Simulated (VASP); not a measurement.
# LiF (Fm-3m) in VASP: settings compared, part 2 of 2

VASP 6.6.1. The steps go on from the part before.

## (3) Electric field gradients, PBE (volume scaled by 1.06)

Contents of INCAR:

```
SYSTEM = LiF
  ALGO = Normal
  EDIFF = 1E-8
  ENCUT = 520
  GGA = PE
  ISIF = 2
  ISMEAR = -1
  LASPH = .True.
  LCHARG = .False.
  LEFG = .True.
  LREAL = .False.
  LWAVE = .False.
  NBANDS = 12
  NELM = 60
  PREC = Accurate
  SIGMA = 0.03
```

Contents of KPOINTS:

```
k-points
0
Gamma
  10 10 10
  0 0 0
```

Contents of POSCAR:

```
LiF
1.0
    0.0000000000      2.0535002244      2.0535002244
    2.0535002244      0.0000000000      2.0535002244
    2.0535002244      2.0535002244      0.0000000000
Li F
1 1
Direct
    0.0000000000      0.0000000000      0.0000000000
    0.5000000000      0.5000000000      0.5000000000
```

Potentials or basis: VASP PAW PBE potentials, release 64 (Li_sv, F).

Launch:

```
$ cat potpaw_PBE.64/Li_sv/POTCAR potpaw_PBE.64/F/POTCAR > POTCAR
$ mpirun -np 1 vasp_std > vasp.out
```

OUTCAR:

```text
SYSTEM = LiF
   EDIFF = 1E-8
   ENCUT = 520
   GGA = PE
   ISIF = 2
   ISMEAR = -1
   LASPH = .True.
   LREAL = .False.
   NELM = 60
   PREC = Accurate

 ion  position               nearest neighbor table
   1  0.000  0.000  0.000-   2 2.05   2 2.05   2 2.05   2 2.05   2 2.05   2 2.05
   2  0.500  0.500  0.500-   1 2.05   1 2.05   1 2.05   1 2.05   1 2.05   1 2.05

  LATTYP: Found a face centered cubic cell.
 ALAT       =     4.1070004488

  Lattice vectors:

 A1 = (   0.0000000000,   2.0535002244,   2.0535002244)
 A2 = (   2.0535002244,   0.0000000000,   2.0535002244)
 A3 = (   2.0535002244,   2.0535002244,   0.0000000000)

Analysis of symmetry for initial positions (statically):
=====================================================================
 Subroutine PRICEL returns:
 Original cell was already a primitive cell.

 Routine SETGRP: Setting up the symmetry group for a
 face centered cubic supercell.

 Subroutine GETGRP returns: Found 48 space group operations
 (whereof 48 operations were pure point group operations)
 out of a pool of 48 trial point group operations.

The static configuration has the point symmetry O_h .

Analysis of symmetry for dynamics (positions and initial velocities):
=====================================================================
 Subroutine PRICEL returns:
 Original cell was already a primitive cell.

 Routine SETGRP: Setting up the symmetry group for a
 face centered cubic supercell.

 Subroutine GETGRP returns: Found 48 space group operations
 (whereof 48 operations were pure point group operations)
 out of a pool of 48 trial point group operations.

The dynamic configuration has the point symmetry O_h .

 Subroutine INISYM returns: Found 48 space group operations
 (whereof 48 operations are pure point group operations),
 and found     1 'primitive' translations

----------------------------------------------------------------------------------------

                                     Primitive cell

  volume of cell :      17.3187

  direct lattice vectors                    reciprocal lattice vectors
     0.000000000  2.053500224  2.053500224    -0.243486703  0.243486703  0.243486703
     2.053500224  0.000000000  2.053500224     0.243486703 -0.243486703  0.243486703
     2.053500224  2.053500224  0.000000000     0.243486703  0.243486703 -0.243486703

  length of vectors
     2.904087868  2.904087868  2.904087868     0.421731341  0.421731341  0.421731341

  position of ions in fractional coordinates (direct lattice)
     0.000000000  0.000000000  0.000000000
     0.500000000  0.500000000  0.500000000

  ion indices of the primitive-cell ions
   primitive index   ion index
                 1           1
                 2           2

----------------------------------------------------------------------------------------

 KPOINTS: k-points

Automatic generation of k-mesh.
 Grid dimensions read from file:
 generate k-points for:   10   10   10
[... 75 lines left out ...]
   NELECT =      10.0000    total number of electrons
   NUPDOWN=      -1.0000    fix difference up-down
   EMIN   =  10.00;   EMAX   =-10.00  energy-range for DOS
   EFERMI =   0.00;   METHOD = LEGACY
   ISMEAR =    -1;   SIGMA  =   0.03  broadening in eV -4-tet -1-fermi 0-gaus
   EFERMI_NEDOS =   21; number of points for ismear=-14 and -15
   IALGO  =     38    algorithm
   IMIX   =      4    mixing-type and parameters
     AMIX     =   0.40;   BMIX     =  1.00
     AMIX_MAG =   1.60;   BMIX_MAG =  1.00
  volume/ion in A,a.u.               =       8.66        58.44
  Fermi-wavevector in a.u.,A,eV,Ry     =   1.363233  2.576137 25.285123  1.858404
  Thomas-Fermi vector in A             =   2.489654
   LORBIT       =      0    0 simple, 1 ext, 2 COOP (PROOUT), +10 PAW based schemes
   GGA     = PE    functional components
   LHFCALC =     F    Hartree Fock is set to
   AEXX    =    0.0000 exact exchange contribution
   IVDW    =     0    specifies the selected vdW correction
   LEPSILON=     F    determine dielectric tensor
   LRPA    =     F    only Hartree local field effects (RPA)
 non-spin polarized calculation
  energy-cutoff  :      520.00
  volume of cell :       17.32
 maximum number of plane-waves:       483
 NGX is ok and might be reduce to    24
   NGX = 11   NGY = 11   NGZ = 11

 number of electron      10.0000001 magnetization

 Free energy of the ion-electron system (eV)
  ---------------------------------------------------
  ext. energy  EPLUGINS =         0.00000000
  ---------------------------------------------------
  free energy    TOTEN  =        -9.63814403 eV

  energy without entropy =       -9.63814403  energy(sigma->0) =       -9.63814403

 E-fermi :  -0.7090     XC(G=0):  -9.7019

 val. band max:       -1.3573717252   @ k =   0.0000   0.0000   0.0000
 cond. band min:       7.2315876153   @ k =   0.0000   0.0000   0.0000
 fundamental gap:      8.5889593406
 Fermi energy:        -0.7089977630

 k-point     1 :       0.0000    0.0000    0.0000
  band No.  band energies     occupation
      1     -42.4171      2.00000
      2     -21.1762      2.00000
      3      -1.3574      2.00000
      4      -1.3574      2.00000
      5      -1.3574      2.00000
      6       7.2316      0.00000
      7      21.8469      0.00000
      8      21.8469      0.00000
      9      21.8469      0.00000
     10      22.3942      0.00000
     11      22.3942      0.00000
     12      22.3942      0.00000
[... 331 lines left out ...]
 k-point    24 :       0.4000    0.3000    0.0000
  band No.  band energies     occupation
      1     -42.3704      2.00000
      2     -20.7088      2.00000
      3      -3.5009      2.00000
      4      -2.1569      2.00000
      5      -2.0541      2.00000
      6      11.1898      0.00000
      7      15.0668      0.00000
      8      16.5677      0.00000
      9      18.1676      0.00000
     10      19.2306      0.00000
     11      31.2499      0.00000
     12      32.5306      0.00000

 [... further k-points ...]
[... 5 lines left out ...]
  --------------------------------------------------------------------------------------
  -------------------------------------------------------------------------------------
  Total       -0.2431195     -0.2431195     -0.2431195     -0.0000000     -0.0000000      0.0000000
  in kB      -22.4913798    -22.4913798    -22.4913798     -0.0000000     -0.0000000      0.0000000
  external PRESSURE =     -22.4913798 kB  Pullay stress =       0.0000000 kB

 VOLUME and BASIS-vectors are now :
 -----------------------------------------------------------------------------
  energy-cutoff  :      520.00
  volume of cell :       17.32
      direct lattice vectors                 reciprocal lattice vectors
     0.000000000  2.053500224  2.053500224    -0.243486703  0.243486703  0.243486703
     2.053500224  0.000000000  2.053500224     0.243486703 -0.243486703  0.243486703
     2.053500224  2.053500224  0.000000000     0.243486703  0.243486703 -0.243486703

 POSITION                                       TOTAL-FORCE (eV/Angst)
 -----------------------------------------------------------------------------------
      0.00000      0.00000      0.00000        -0.000000     -0.000000      0.000000
      2.05350      2.05350      2.05350         0.000000      0.000000      0.000000
 -----------------------------------------------------------------------------------
    total drift:                               -0.000000     -0.000000      0.000000

  FREE ENERGIE OF THE ION-ELECTRON SYSTEM (eV)
  ---------------------------------------------------
  free  energy   TOTEN  =        -9.6381440283 eV

  energy  without entropy=       -9.6381440283  energy(sigma->0) =       -9.63814403

 Electric field gradients (V/A^2)
---------------------------------------------------------------------
 ion       V_xx      V_yy      V_zz      V_xy      V_xz      V_yz
---------------------------------------------------------------------
   1      -0.000     0.000    -0.000    -0.003    -0.003    -0.003
   2       0.000    -0.000    -0.000    -0.002    -0.002    -0.002
---------------------------------------------------------------------

 Electric field gradients after diagonalization (V/A^2)
 (convention: |V_zz| > |V_xx| > |V_yy|)
----------------------------------------------------------------------
 ion       V_xx      V_yy      V_zz     asymmetry (V_yy - V_xx)/ V_zz
----------------------------------------------------------------------
   1       0.003     0.003    -0.006       0.000
   2       0.002     0.002    -0.004       0.000
----------------------------------------------------------------------

           NMR quadrupolar parameters

 Cq : quadrupolar parameter    Cq=e*Q*V_zz/h
 eta: asymmetry parameters     (V_yy - V_xx)/ V_zz
 Q  : nuclear electric quadrupole moment in mb (millibarn)
----------------------------------------------------------------------
 ion       Cq(MHz)       eta       Q (mb)
----------------------------------------------------------------------
   1      -0.000       0.000       1.000
   2      -0.000       0.000       1.000
----------------------------------------------------------------------
```

OSZICAR:

```text
N       E                     dE             d eps       ncg     rms          rms(c)
DAV:   1     0.313098871790E+02    0.31310E+02   -0.52309E+03  1168   0.824E+02
DAV:   2    -0.908332936687E+01   -0.40393E+02   -0.39296E+02  1336   0.183E+02
DAV:   3    -0.101416699843E+02   -0.10583E+01   -0.10553E+01  1504   0.255E+01
DAV:   4    -0.101520761189E+02   -0.10406E-01   -0.10406E-01  1304   0.275E+00
DAV:   5    -0.101521918354E+02   -0.11572E-03   -0.11572E-03  1472   0.216E-01    0.455E+00
DAV:   6    -0.962670488847E+01    0.52549E+00   -0.26163E+00  1272   0.984E+00    0.144E+00
DAV:   7    -0.963090654436E+01   -0.42017E-02   -0.17200E-02  1504   0.116E+00    0.874E-01
DAV:   8    -0.963802233068E+01   -0.71158E-02   -0.16271E-02  1428   0.131E+00    0.115E-01
DAV:   9    -0.963804700352E+01   -0.24673E-04   -0.93348E-04  1344   0.271E-01    0.444E-02
DAV:  10    -0.963814016368E+01   -0.93160E-04   -0.15454E-04  1280   0.933E-02    0.131E-02
DAV:  11    -0.963814369687E+01   -0.35332E-05   -0.50990E-06  1488   0.220E-02    0.158E-03
DAV:  12    -0.963814394413E+01   -0.24725E-06   -0.63775E-07  1308   0.718E-03    0.984E-04
DAV:  13    -0.963814403192E+01   -0.87797E-07   -0.51833E-08  1316   0.199E-03    0.254E-04
DAV:  14    -0.963814402830E+01    0.36224E-08   -0.26994E-09   860   0.474E-04
   1 F= -.96381440E+01 E0= -.96381440E+01  d E =-.179134E-10
```

It took 7.8 s on 1 thread of Intel Xeon Platinum 8259CL at 2.50GHz (Skylake/Cascade Lake), shared host; peak memory 0.13 GiB.

Results:

| Quantity | Value |
| --- | --- |
| Free energy | -9.6381 eV |
| Band gap on the k mesh | 8.59 eV, direct |

Caveat: the cell differs from its parent crystal (volume scaled by 1.06); the cutoff is under 1.25 times the usual one of these potentials, so pressure, stress and relaxed cells hold a basis-set (Pulay) error; without QUAD_EFG the Cq values of the log hold for a quadrupole moment of 1 mb, not for the nuclei.

## (4) Electric field gradients, LDA

This run uses another cell than the first one, of 8.17 Å³/atom, 0.943 times its volume.

Contents of INCAR:

```
SYSTEM = LiF
PREC = Accurate
ENCUT = 520
EDIFF = 1E-8
ISMEAR = -1
SIGMA = 0.03
LREAL = .False.
LASPH = .True.
NELM = 100
ALGO = Normal
ISIF = 2
LWAVE = .False.
LCHARG = .False.
LEFG = .True.
NBANDS = 12
```

Contents of KPOINTS:

```
Automatic mesh
0
Gamma
  10 10 10
  0 0 0
```

Contents of POSCAR:

```
LiF
1.0
    0.0000000000      2.0140000000      2.0140000000
    2.0140000000      0.0000000000      2.0140000000
    2.0140000000      2.0140000000      0.0000000000
Li F
1 1
Direct
    0.0000000000      0.0000000000      0.0000000000
    0.5000000000      0.5000000000      0.5000000000
```

Potentials or basis: VASP PAW LDA potentials, release 64 (Li_sv, F).

Launch:

```
$ cat potpaw_LDA.64/Li_sv/POTCAR potpaw_LDA.64/F/POTCAR > POTCAR
$ mpirun -np 1 vasp_std > vasp.out
```

OUTCAR:

```text
SYSTEM = LiF
   PREC = Accurate
   ENCUT = 520
   EDIFF = 1E-8
   ISMEAR = -1
   LREAL = .False.
   LASPH = .True.
   NELM = 100
   ISIF = 2

 ion  position               nearest neighbor table
   1  0.000  0.000  0.000-   2 2.01   2 2.01   2 2.01   2 2.01   2 2.01   2 2.01
   2  0.500  0.500  0.500-   1 2.01   1 2.01   1 2.01   1 2.01   1 2.01   1 2.01

  LATTYP: Found a face centered cubic cell.
 ALAT       =     4.0280000000

  Lattice vectors:

 A1 = (   0.0000000000,   2.0140000000,   2.0140000000)
 A2 = (   2.0140000000,   0.0000000000,   2.0140000000)
 A3 = (   2.0140000000,   2.0140000000,   0.0000000000)

Analysis of symmetry for initial positions (statically):
=====================================================================
 Subroutine PRICEL returns:
 Original cell was already a primitive cell.

 Routine SETGRP: Setting up the symmetry group for a
 face centered cubic supercell.

 Subroutine GETGRP returns: Found 48 space group operations
 (whereof 48 operations were pure point group operations)
 out of a pool of 48 trial point group operations.

The static configuration has the point symmetry O_h .

Analysis of symmetry for dynamics (positions and initial velocities):
=====================================================================
 Subroutine PRICEL returns:
 Original cell was already a primitive cell.

 Routine SETGRP: Setting up the symmetry group for a
 face centered cubic supercell.

 Subroutine GETGRP returns: Found 48 space group operations
 (whereof 48 operations were pure point group operations)
 out of a pool of 48 trial point group operations.

The dynamic configuration has the point symmetry O_h .

[... 165 lines left out ...]
      9      22.1568      0.00000
     10      22.6068      0.00000
     11      22.6068      0.00000
     12      22.6068      0.00000
[... 331 lines left out ...]
 k-point    24 :       0.4000    0.3000    0.0000
  band No.  band energies     occupation
      1     -40.9795      2.00000
      2     -20.3139      2.00000
      3      -3.6924      2.00000
      4      -2.2005      2.00000
      5      -2.0843      2.00000
      6      11.4442      0.00000
      7      15.0472      0.00000
      8      16.8482      0.00000
      9      18.3866      0.00000
     10      19.4640      0.00000
     11      32.3117      0.00000
     12      33.2223      0.00000

 [... further k-points ...]
[... 5 lines left out ...]
  --------------------------------------------------------------------------------------
  -------------------------------------------------------------------------------------
  Total       -0.6844375     -0.6844375     -0.6844375      0.0000000     -0.0000000      0.0000000
  in kB      -67.1175315    -67.1175315    -67.1175315      0.0000000     -0.0000000      0.0000000
  external PRESSURE =     -67.1175315 kB  Pullay stress =       0.0000000 kB

 VOLUME and BASIS-vectors are now :
 -----------------------------------------------------------------------------
  energy-cutoff  :      520.00
  volume of cell :       16.34
      direct lattice vectors                 reciprocal lattice vectors
     0.000000000  2.014000000  2.014000000    -0.248262165  0.248262165  0.248262165
     2.014000000  0.000000000  2.014000000     0.248262165 -0.248262165  0.248262165
     2.014000000  2.014000000  0.000000000     0.248262165  0.248262165 -0.248262165

 POSITION                                       TOTAL-FORCE (eV/Angst)
 -----------------------------------------------------------------------------------
      0.00000      0.00000      0.00000         0.000000      0.000000     -0.000000
      2.01400      2.01400      2.01400        -0.000000     -0.000000      0.000000
 -----------------------------------------------------------------------------------
    total drift:                               -0.000000     -0.000000      0.000000

  FREE ENERGIE OF THE ION-ELECTRON SYSTEM (eV)
  ---------------------------------------------------
  free  energy   TOTEN  =       -10.4718111597 eV

  energy  without entropy=      -10.4718111597  energy(sigma->0) =      -10.47181116

 Electric field gradients (V/A^2)
---------------------------------------------------------------------
 ion       V_xx      V_yy      V_zz      V_xy      V_xz      V_yz
---------------------------------------------------------------------
   1      -0.000     0.000     0.000    -0.001    -0.001    -0.001
   2       0.000     0.000    -0.000     0.000     0.000     0.000
---------------------------------------------------------------------

 Electric field gradients after diagonalization (V/A^2)
 (convention: |V_zz| > |V_xx| > |V_yy|)
----------------------------------------------------------------------
 ion       V_xx      V_yy      V_zz     asymmetry (V_yy - V_xx)/ V_zz
----------------------------------------------------------------------
   1       0.001     0.001    -0.002       0.000
   2      -0.000    -0.000     0.000       0.000
----------------------------------------------------------------------

           NMR quadrupolar parameters

 Cq : quadrupolar parameter    Cq=e*Q*V_zz/h
 eta: asymmetry parameters     (V_yy - V_xx)/ V_zz
 Q  : nuclear electric quadrupole moment in mb (millibarn)
----------------------------------------------------------------------
 ion       Cq(MHz)       eta       Q (mb)
----------------------------------------------------------------------
   1      -0.000       0.000       1.000
   2       0.000       0.000       1.000
----------------------------------------------------------------------
```

OSZICAR:

```text
N       E                     dE             d eps       ncg     rms          rms(c)
DAV:   1     0.301803642871E+02    0.30180E+02   -0.54748E+03  1152   0.833E+02
DAV:   2    -0.981964664037E+01   -0.40000E+02   -0.39283E+02  1356   0.187E+02
DAV:   3    -0.109515351610E+02   -0.11319E+01   -0.11274E+01  1496   0.278E+01
DAV:   4    -0.109651664544E+02   -0.13631E-01   -0.13630E-01  1288   0.328E+00
DAV:   5    -0.109653122588E+02   -0.14580E-03   -0.14580E-03  1452   0.266E-01    0.423E+00
DAV:   6    -0.104888871204E+02    0.47643E+00   -0.22910E+00  1232   0.916E+00    0.136E+00
DAV:   7    -0.104775016206E+02    0.11385E-01   -0.15130E-02  1536   0.106E+00    0.792E-01
DAV:   8    -0.104718215895E+02    0.56800E-02   -0.93258E-03  1580   0.101E+00    0.973E-02
DAV:   9    -0.104717957715E+02    0.25818E-04   -0.64370E-04  1268   0.230E-01    0.368E-02
DAV:  10    -0.104718116500E+02   -0.15879E-04   -0.29499E-05  1328   0.387E-02    0.686E-03
DAV:  11    -0.104718111726E+02    0.47746E-06   -0.14546E-06  1448   0.125E-02    0.125E-03
DAV:  12    -0.104718111680E+02    0.46009E-08   -0.27897E-07  1632   0.395E-03    0.695E-04
DAV:  13    -0.104718111597E+02    0.82450E-08   -0.20509E-08  1032   0.120E-03
   1 F= -.10471811E+02 E0= -.10471811E+02  d E =-.939310E-13
```

It took 14 s on 1 thread of Intel Xeon 8259CL, shared host; peak memory 0.12 GiB.

What came out:

- Free energy: -10.4718 eV
- Band gap on the k mesh: 8.83 eV, direct

Caveat: the cutoff is under 1.25 times the usual one of these potentials, so pressure, stress and relaxed cells hold a basis-set (Pulay) error; without QUAD_EFG the Cq values of the log hold for a quadrupole moment of 1 mb, not for the nuclei.
